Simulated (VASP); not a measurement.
Input of a VASP 6.6.1 run:

File INCAR:

```
SYSTEM = CoO
PREC = Accurate
ENCUT = 520
EDIFF = 1E-6
ISMEAR = 0
SIGMA = 0.02
LREAL = .False.
LASPH = .True.
NELM = 150
ALGO = Normal
ISIF = 2
LWAVE = .False.
LCHARG = .False.
LMAXMIX = 4
LDAU = .True.
LDAUTYPE = 2
LDAUL = 2 -1
LDAUU = 3.32 0
LDAUJ = 0 0
LDAUPRINT = 1
GGA = PE
NBANDS = 14
```

Contents of KPOINTS:

```
Automatic mesh
0
Gamma
  12 12 12
  0 0 0
```

POSCAR

```
CoO
1.0
    1.5908624948      0.9184848896      2.5783239650
   -1.5908624948      0.9184848896      2.5783239650
    0.0000000000     -1.8369697793      2.5783239650
Co O
1 1
Direct
    0.0000000000      0.0000000000      0.0000000000
    0.5000000000      0.5000000000      0.5000000000
```

Potentials or basis: VASP PAW PBE potentials, release 64 (Co, O).

The run is started by

```console
$ cat potpaw_PBE.64/Co/POTCAR potpaw_PBE.64/O/POTCAR > POTCAR
$ mpirun -np 1 vasp_std > vasp.out
```

Predict the band gap on the k mesh.

zero (an odd number of electrons rules out a gap without spin polarisation).

What does it give for the pressure?

-32.1 GPa.

Eigenvalues of the final occupation matrices:
```csv
site,spin,trace,eigenvalues
site 1 d,1,3.64,0.38 0.38 0.96 0.96 0.96
site 1 d,2,3.64,0.38 0.38 0.96 0.96 0.96
```

Caveat: the cell stands under tension; an odd number of electrons without spin polarisation forces a metal; a magnetic or distorted state may lie lower; the run has no spin polarisation, though such a crystal can be magnetic; U without spin polarisation on a metal has little footing. Spin polarisation is off, so any magnetic state and its effect on volume and gap are missing.
